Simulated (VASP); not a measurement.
A run of VASP 6.6.1:

INCAR

```
PREC = Accurate
ENCUT = 520
EDIFF = 1E-6
ISMEAR = 0
SIGMA = 0.1
LREAL = False
LASPH = True
NELM = 100
ALGO = Normal
ISIF = 2
LWAVE = False
LCHARG = True
GGA = PE
LELF = True
LVHAR = True
NBANDS = 51
```

File KPOINTS:

```
regular mesh
0
Gamma
  12 12 6
```

File POSCAR:

```
Ge4MoW
1.0
    3.2353368753      0.0000000000      0.0000000000
    0.0000000000      3.2353368753      0.0000000000
    0.0000000000      0.0000000000      8.0369312390
Ge Mo W
4 1 1
Direct
    0.0000000000      0.0000000000      0.6646780901
    0.5000000000      0.5000000000      0.1629152147
    0.0000000000      0.0000000000      0.3353219099
    0.5000000000      0.5000000000      0.8370847853
    0.0000000000      0.0000000000      0.0000000000
    0.5000000000      0.5000000000      0.5000000000
```

Potentials or basis: VASP PAW PBE potentials, release 64 (Ge_d, Mo_sv, W_sv).

Launch:

```console
$ cat potpaw_PBE.64/Ge_d/POTCAR potpaw_PBE.64/Mo_sv/POTCAR potpaw_PBE.64/W_sv/POTCAR > POTCAR
$ mpirun -np 1 vasp_std > vasp.out
```

Hardware: 1 thread of Intel Xeon 8259CL, on a shared host.

Q: How long does it take, and how much memory?

A: Wall time 10 min on 1 thread of Intel Xeon 8259CL, with other jobs on the host, peak memory 0.49 GiB. Counts: scf iterations 15, k points 112.
